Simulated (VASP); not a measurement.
# BP (F-43m) in VASP: single point with LDA

Aim: the single point of BP with LDA.

All numbers are computed with VASP 6.6.1; they aren't measurements. Logs are shortened: lines on timing, memory, paths and dates and some standing lists are left out, and cuts for length are marked.

## (1) The cell of the first run

It takes space group F-43m (No. 216, cubic). The conventional cell has a = 4.538 Å, b = 4.538 Å, c = 4.538 Å, α = 90.00°, β = 90.00°, γ = 90.00°. Within 2.6 Å of B (site symmetry -43m) lie 4 P at 1.97 Å. P (site symmetry -43m) has 4 B at 1.97 Å within 2.6 Å.

## (2) Single point, LDA

INCAR reads:

```
ALGO = Normal
EDIFF = 1E-6
ENCUT = 520
GGA = CA
ISIF = 2
ISMEAR = 0
LASPH = True
LCHARG = False
LREAL = False
LWAVE = False
NBANDS = 11
NELM = 80
PREC = Accurate
SIGMA = 0.01
```

KPOINTS reads:

```
k-points
0
Gamma
  8 8 8
```

POSCAR reads:

```
BP
1.0
    0.0000000000      2.2690000000      2.2690000000
    2.2690000000      0.0000000000      2.2690000000
    2.2690000000      2.2690000000      0.0000000000
B P
1 1
Direct
    0.0000000000      0.0000000000      0.0000000000
    0.2500000000      0.2500000000      0.2500000000
```

Potentials or basis: VASP PAW LDA potentials, release 64 (B, P).

Run with:

```console
> cat potpaw_LDA.64/B/POTCAR potpaw_LDA.64/P/POTCAR > POTCAR
> mpirun -np 1 vasp_std > vasp.out
```

OUTCAR:

```text
EDIFF = 1E-6
   ENCUT = 520
   GGA = CA
   ISIF = 2
   ISMEAR = 0
   LASPH = True
   LREAL = False
   NELM = 80
   PREC = Accurate

 ion  position               nearest neighbor table
   1  0.000  0.000  0.000-   2 1.97   2 1.97   2 1.97   2 1.97
   2  0.250  0.250  0.250-   1 1.97   1 1.97   1 1.97   1 1.97

  LATTYP: Found a face centered cubic cell.
 ALAT       =     4.5380000000

  Lattice vectors:

 A1 = (   0.0000000000,   2.2690000000,   2.2690000000)
 A2 = (   2.2690000000,   0.0000000000,   2.2690000000)
 A3 = (   2.2690000000,   2.2690000000,   0.0000000000)

Analysis of symmetry for initial positions (statically):
=====================================================================
 Subroutine PRICEL returns:
 Original cell was already a primitive cell.

 Routine SETGRP: Setting up the symmetry group for a
 face centered cubic supercell.

 Subroutine GETGRP returns: Found 24 space group operations
 (whereof 24 operations were pure point group operations)
 out of a pool of 48 trial point group operations.

The static configuration has the point symmetry T_d .

Analysis of symmetry for dynamics (positions and initial velocities):
=====================================================================
 Subroutine PRICEL returns:
 Original cell was already a primitive cell.

 Routine SETGRP: Setting up the symmetry group for a
 face centered cubic supercell.

 Subroutine GETGRP returns: Found 24 space group operations
 (whereof 24 operations were pure point group operations)
 out of a pool of 48 trial point group operations.

The dynamic configuration has the point symmetry T_d .

 Subroutine INISYM returns: Found 24 space group operations
 (whereof 24 operations are pure point group operations),
 and found     1 'primitive' translations

----------------------------------------------------------------------------------------

                                     Primitive cell

  volume of cell :      23.3633

  direct lattice vectors                    reciprocal lattice vectors
     0.000000000  2.269000000  2.269000000    -0.220361393  0.220361393  0.220361393
     2.269000000  0.000000000  2.269000000     0.220361393 -0.220361393  0.220361393
     2.269000000  2.269000000  0.000000000     0.220361393  0.220361393 -0.220361393

  length of vectors
     3.208850573  3.208850573  3.208850573     0.381677128  0.381677128  0.381677128

  position of ions in fractional coordinates (direct lattice)
     0.000000000  0.000000000  0.000000000
     0.250000000  0.250000000  0.250000000

  ion indices of the primitive-cell ions
   primitive index   ion index
                 1           1
                 2           2

----------------------------------------------------------------------------------------

 KPOINTS: k-points

Automatic generation of k-mesh.
 Grid dimensions read from file:
 generate k-points for:    8    8    8

 Generating k-lattice:

  Cartesian coordinates                     Fractional coordinates (reciprocal lattice)
    -0.027545174  0.027545174  0.027545174     0.125000000  0.000000000  0.000000000
     0.027545174 -0.027545174  0.027545174     0.000000000  0.125000000  0.000000000
     0.027545174  0.027545174 -0.027545174     0.000000000  0.000000000  0.125000000

  Length of vectors
     0.047709641  0.047709641  0.047709641

  Shift w.r.t. Gamma in fractional coordinates (k-lattice)
     0.000000000  0.000000000  0.000000000

 Subroutine IBZKPT returns following result:
 ===========================================

 Found     29 irreducible k-points:

 Following reciprocal coordinates:
            Coordinates               Weight
  0.000000  0.000000  0.000000      1.000000
  0.125000  0.000000  0.000000      8.000000
  0.250000  0.000000  0.000000      8.000000
  0.375000  0.000000  0.000000      8.000000
  0.500000  0.000000  0.000000      4.000000
  0.125000  0.125000  0.000000      6.000000
[... 16 lines left out ...]
  0.500000  0.250000  0.125000     48.000000
 -0.375000  0.250000  0.125000     24.000000
 [... further k-points ...]
   k-points           NKPTS =     29   k-points in BZ     NKDIM =     29   number of bands    NBANDS=     11
   number of dos      NEDOS =    301   number of ions     NIONS =      2
   total plane-waves  NPLWV =  13824
   dimension x,y,z NGX =    24 NGY =   24 NGZ =   24
   dimension x,y,z NGXF=    48 NGYF=   48 NGZF=   48
   ions per type =               1   1
   NGX,Y,Z   is equivalent  to a cutoff of  12.43, 12.43, 12.43 a.u.
   NGXF,Y,Z  is equivalent  to a cutoff of  24.87, 24.87, 24.87 a.u.
 SYSTEM =  unknown system
   PREC   = accura    normal or accurate (medium, high low for compatibility)
   ISTART =      0    job   : 0-new  1-cont  2-samecut
   ICHARG =      2    charge: 1-file 2-atom 10-const
   ISPIN  =      1    spin polarized calculation?
   LNONCOLLINEAR =      F non collinear calculations
   LSORBIT =      F    spin-orbit coupling
   LASPH  =      T    aspherical Exc in radial PAW
   ENCUT  =  520.0 eV  38.22 Ry    6.18 a.u.   5.97  5.97  5.97*2*pi/ulx,y,z
   NELM   =     80;   NELMIN=  2; NELMDL= -5     # of ELM steps
   EDIFF  = 0.1E-05   stopping-criterion for ELM
   LREAL  =      F    real-space projection
   EDIFFG = 0.1E-04   stopping-criterion for IOM
   NSW    =      0    number of steps for IOM
   IBRION =     -1    ionic relax: 0-MD 1-quasi-New 2-CG
   NFREE  =      0    steps in history (QN), initial steepest desc. (CG)
   ISIF   =      2    stress and relaxation
   ISYM   =      2    0-nonsym 1-usesym 2-fastsym
   POTIM  = 0.5000    time-step for ionic-motion
   TEBEG  =    0.0;   TEEND  =   0.0 temperature during run
   PSTRESS=    0.0 pullay stress
   NELECT =       8.0000    total number of electrons
   NUPDOWN=      -1.0000    fix difference up-down
   EMIN   =  10.00;   EMAX   =-10.00  energy-range for DOS
   EFERMI =   0.00;   METHOD = LEGACY
   ISMEAR =     0;   SIGMA  =   0.01  broadening in eV -4-tet -1-fermi 0-gaus
   EFERMI_NEDOS =   21; number of points for ismear=-14 and -15
   IALGO  =     38    algorithm
   IMIX   =      4    mixing-type and parameters
     AMIX     =   0.40;   BMIX     =  1.00
     AMIX_MAG =   1.60;   BMIX_MAG =  1.00
  volume/ion in A,a.u.               =      11.68        78.83
  Fermi-wavevector in a.u.,A,eV,Ry     =   1.145320  2.164342 17.847562  1.311759
  Thomas-Fermi vector in A             =   2.282009
   LORBIT       =      0    0 simple, 1 ext, 2 COOP (PROOUT), +10 PAW based schemes
   GGA     = CA    functional components
   LHFCALC =     F    Hartree Fock is set to
   AEXX    =    0.0000 exact exchange contribution
   IVDW    =     0    specifies the selected vdW correction
   LEPSILON=     F    determine dielectric tensor
   LRPA    =     F    only Hartree local field effects (RPA)
 non-spin polarized calculation
 Gauss-broadening in eV      SIGMA  =   0.01
  energy-cutoff  :      520.00
  volume of cell :       23.36
 maximum number of plane-waves:       638
   NGX = 11   NGY = 11   NGZ = 11

 number of electron       8.0000000 magnetization

 Free energy of the ion-electron system (eV)
  ---------------------------------------------------
  ext. energy  EPLUGINS =         0.00000000
  ---------------------------------------------------
  free energy    TOTEN  =       -14.38523934 eV

  energy without entropy =      -14.38523934  energy(sigma->0) =      -14.38523934

 E-fermi :   7.4768     XC(G=0): -11.0877

 val. band max:        7.4069324362   @ k =   0.0000   0.0000   0.0000
 cond. band min:       8.6238209532   @ k =   0.3750   0.3750   0.0000
 fundamental gap:      1.2168885169
 Fermi energy:         7.4767597436

 k-point     1 :       0.0000    0.0000    0.0000
  band No.  band energies     occupation
      1      -7.9836      2.00000
      2       7.4069      2.00000
      3       7.4069      2.00000
      4       7.4069      2.00000
      5      10.7850      0.00000
      6      10.7850      0.00000
      7      10.7850      0.00000
      8      14.7757      0.00000
      9      18.6627      0.00000
     10      19.5878      0.00000
     11      19.5878      0.00000

 k-point     2 :       0.1250    0.0000    0.0000
  band No.  band energies     occupation
      1      -7.7029      2.00000
      2       5.5655      2.00000
      3       6.9805      2.00000
      4       6.9805      2.00000
      5      11.3090      0.00000
      6      11.3738      0.00000
      7      11.3738      0.00000
      8      15.5381      0.00000
      9      18.6379      0.00000
     10      18.6379      0.00000
     11      19.4910      0.00000

 k-point     3 :       0.2500    0.0000    0.0000
  band No.  band energies     occupation
      1      -6.8790      2.00000
      2       2.5853      2.00000
      3       6.2949      2.00000
      4       6.2949      2.00000
      5      11.3877      0.00000
      6      12.1384      0.00000
      7      12.1384      0.00000
      8      16.8949      0.00000
      9      18.3570      0.00000
     10      18.3570      0.00000
     11      20.2332      0.00000

 k-point     4 :       0.3750    0.0000    0.0000
  band No.  band energies     occupation
      1      -5.6159      2.00000
      2      -0.1356      2.00000
      3       5.8207      2.00000
      4       5.8207      2.00000
      5      11.2503      0.00000
      6      12.1925      0.00000
      7      12.1925      0.00000
      8      17.3756      0.00000
      9      19.9985      0.00000
     10      19.9985      0.00000
     11      21.0109      0.00000
[... 239 lines left out ...]
 k-point    22 :       0.3750    0.2500    0.1250
  band No.  band energies     occupation
      1      -6.1566      2.00000
      2       2.5201      2.00000
      3       3.6150      2.00000
      4       5.4385      2.00000
      5      10.8169      0.00000
      6      13.3504      0.00000
      7      13.5702      0.00000
      8      14.8729      0.00000
      9      18.9530      0.00000
     10      21.1837      0.00000
     11      22.8283      0.00000

 k-point    23 :       0.5000    0.2500    0.1250
  band No.  band energies     occupation
      1      -4.9257      2.00000
      2       0.3512      2.00000
      3       2.9752      2.00000
      4       4.6641      2.00000
      5      11.4480      0.00000
      6      12.8376      0.00000
      7      14.6661      0.00000
      8      15.6858      0.00000
      9      19.6962      0.00000
     10      20.7278      0.00000
     11      24.3028      0.00000

 k-point    24 :      -0.3750    0.2500    0.1250
  band No.  band energies     occupation
      1      -3.9988      2.00000
      2      -1.0021      2.00000
      3       2.9015      2.00000
      4       4.2921      2.00000
      5      11.5223      0.00000
      6      12.5788      0.00000
      7      15.6613      0.00000
      8      17.0861      0.00000
      9      17.7656      0.00000
     10      21.7466      0.00000
     11      24.0740      0.00000

 [... further k-points ...]
[... 5 lines left out ...]
  --------------------------------------------------------------------------------------
  -------------------------------------------------------------------------------------
  Total       -0.7739536     -0.7739536     -0.7739536      0.0000000      0.0000000     -0.0000000
  in kB      -53.0752448    -53.0752448    -53.0752448      0.0000000      0.0000000     -0.0000000
  external PRESSURE =     -53.0752448 kB  Pullay stress =       0.0000000 kB

 VOLUME and BASIS-vectors are now :
 -----------------------------------------------------------------------------
  energy-cutoff  :      520.00
  volume of cell :       23.36
      direct lattice vectors                 reciprocal lattice vectors
     0.000000000  2.269000000  2.269000000    -0.220361393  0.220361393  0.220361393
     2.269000000  0.000000000  2.269000000     0.220361393 -0.220361393  0.220361393
     2.269000000  2.269000000  0.000000000     0.220361393  0.220361393 -0.220361393

 POSITION                                       TOTAL-FORCE (eV/Angst)
 -----------------------------------------------------------------------------------
      0.00000      0.00000      0.00000        -0.000000     -0.000000     -0.000000
      1.13450      1.13450      1.13450         0.000000      0.000000      0.000000
 -----------------------------------------------------------------------------------
    total drift:                                0.000000      0.000000      0.000000

  FREE ENERGIE OF THE ION-ELECTRON SYSTEM (eV)
  ---------------------------------------------------
  free  energy   TOTEN  =       -14.3852393357 eV

  energy  without entropy=      -14.3852393357  energy(sigma->0) =      -14.38523934
```

It took 14 s on 1 thread of AMD EPYC 7R13, shared host; peak memory 0.09 GiB.

Results:

- Free energy: -14.3852 eV
- Pressure: -5.3 GPa
- Band gap on the k mesh: 1.22 eV, indirect (least direct gap 3.38 eV)

Levels at points of the mesh, in eV from the valence-band top:
| k point | band 1 | band 2 | band 3 | band 4 | band 5 | band 6 | band 7 | band 8 | band 9 |
| --- | --- | --- | --- | --- | --- | --- | --- | --- | --- |
| (0.00, 0.00, 0.00) | -15.39 | 0.00 | 0.00 | 0.00 | 3.38 | 3.38 | 3.38 | 7.37 | 11.26 |
| (0.50, 0.00, 0.00) | -12.06 | -9.01 | -1.75 | -1.75 | 3.78 | 4.68 | 4.68 | 9.92 | 14.54 |
| (0.50, 0.50, 0.00) | -10.56 | -8.49 | -4.11 | -4.11 | 1.30 | 1.55 | 12.00 | 12.00 | 14.97 |
